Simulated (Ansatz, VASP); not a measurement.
## One calculation of Sn, two programs

Contents of INCAR:

```
SYSTEM = Sn
  PREC = Accurate
  ENCUT = 520
  EDIFF = 1E-6
  ISMEAR = -1
  SIGMA = 0.1
  LREAL = .FALSE.
  LASPH = .TRUE.
  NELM = 80
  ALGO = Normal
  ISIF = 2
  LWAVE = .FALSE.
  LCHARG = .FALSE.
  GGA = PS
  NBANDS = 21
```

KPOINTS

```
regular mesh
0
G
  13 13 7
  0 0 0
```

The input POSCAR:

```
Sn
1.0
    2.4655017664      0.0000000000      0.0000000000
   -1.2327508832      2.1351871628      0.0000000000
    0.0000000000      0.0000000000      3.9900458200
Sn
2
Direct
    0.3333333333      0.6666666667      0.2500000000
    0.6666666667      0.3333333333      0.7500000000
```

Input for Ansatz:

```yaml
crystal:
  lattice:
    - [2.4655017664, 0.0, 0.0]
    - [-1.2327508832, 2.1351871628, 0.0]
    - [0.0, 0.0, 3.99004582]
  atoms:
    - { symbol: Sn, position: [0.3333333333, 0.6666666667, 0.25] }
    - { symbol: Sn, position: [0.6666666667, 0.3333333333, 0.75] }
kpoints:
  mp_grid: { grid: [13, 13, 7] }
scf:
  occupations: { method: fermi_dirac, width: 0.1 }
hamiltonian:
  xc: pbesol
  pseudopotentials: { kind: all_electron, datasets: crystal }
output:
  forces: true
  stress: true
  eigenvalues: true
```

Change from the starting cell: volume scaled by 0.4, crystal datasets.

Alike in both runs: task single point; functional PBEsol; k mesh 13 × 13 × 7; occupations fermi-dirac, width 0.1 eV; no spin polarisation.

|  | VASP | Ansatz |
| --- | --- | --- |
| version | VASP 6.6.1 | Ansatz 0.2.0 |
| potentials or method | VASP PAW PBE potentials, release 64 (Sn_d), cutoff 520 eV | all-electron PAW with datasets made for the crystal, scalar-relativistic |

VASP gave:

| Item | Value |
| --- | --- |
| pressure (GPa) | 460.3 |
| traceless stress, the component that is largest in VASP (GPa) | 0.24 |

Which values does Ansatz return?

Pressure (GPa): 457.5; traceless stress, the component that is largest in VASP (GPa): 0.17.

VASP's potentials were made for PBE, not for PBEsol. Both programs put the cell under a high pressure, so it lies far from rest at this level. Ansatz ran all-electron here, and VASP with PAW potentials.

Noted on VASP's run: the cell as given lies far from equilibrium.
